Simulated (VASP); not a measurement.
**GaN: single point with PBE**

Crystal: GaN.

```
Ga N
1.0
     2.96720    0.00000    0.00000
    -1.48360    2.56967    0.00000
     0.00000    0.00000    5.03293
Ga N
2 2
Direct
  0.00000 0.00000 0.00000
  0.00000 0.00000 0.50000
  0.33333 0.66667 0.25000
  0.66667 0.33333 0.75000
```

| Item | Value |
| --- | --- |
| Program | VASP 6.6.1 |
| Task | single point |
| Functional | PBE |
| Potentials or basis | VASP PAW PBE potentials, release 64 (Ga_d, N) |
| Cutoff | 520 eV |
| k mesh | 6 × 6 × 4 |
| Occupations | gaussian, width 0.01 eV |
| Spin | no spin polarisation |
| Dipole correction | no |
| Further INCAR settings | ALGO = Normal; EDIFF = 1e-06; NBANDS = 26 |

```yaml
Pressure: 8.9 GPa
Band_gap_on_the_k_mesh: 1.32 eV, indirect (least direct gap 1.77 eV)
```

Stress tensor (GPa, compression positive):
```
8.48 0.00 0.00
0.00 8.48 0.00
0.00 0.00 9.74
```

Levels at points of the mesh, in eV from the valence-band top:
| k point | band 14 | band 15 | band 16 | band 17 | band 18 | band 19 | band 20 | band 21 | band 22 | band 23 |
| --- | --- | --- | --- | --- | --- | --- | --- | --- | --- | --- |
| (0.00, 0.00, 0.00) | -0.93 | -0.56 | -0.56 | -0.11 | -0.11 | 1.66 | 4.61 | 9.25 | 10.43 | 10.43 |
| (0.50, 0.00, 0.00) | -6.16 | -5.04 | -2.88 | -2.83 | -0.25 | 3.65 | 5.00 | 5.20 | 8.92 | 9.36 |
| (0.00, 0.00, 0.50) | -5.20 | -0.31 | -0.31 | -0.31 | -0.31 | 4.36 | 4.36 | 9.27 | 9.27 | 11.06 |
| (0.50, 0.00, 0.50) | -7.82 | -2.21 | -2.21 | -1.74 | -1.74 | 3.01 | 3.01 | 8.04 | 8.04 | 10.20 |

It took 54 s on 1 thread of AMD EPYC 7R13, with other jobs on the host, peak memory 0.13 GiB.

A k mesh can miss the band edges.
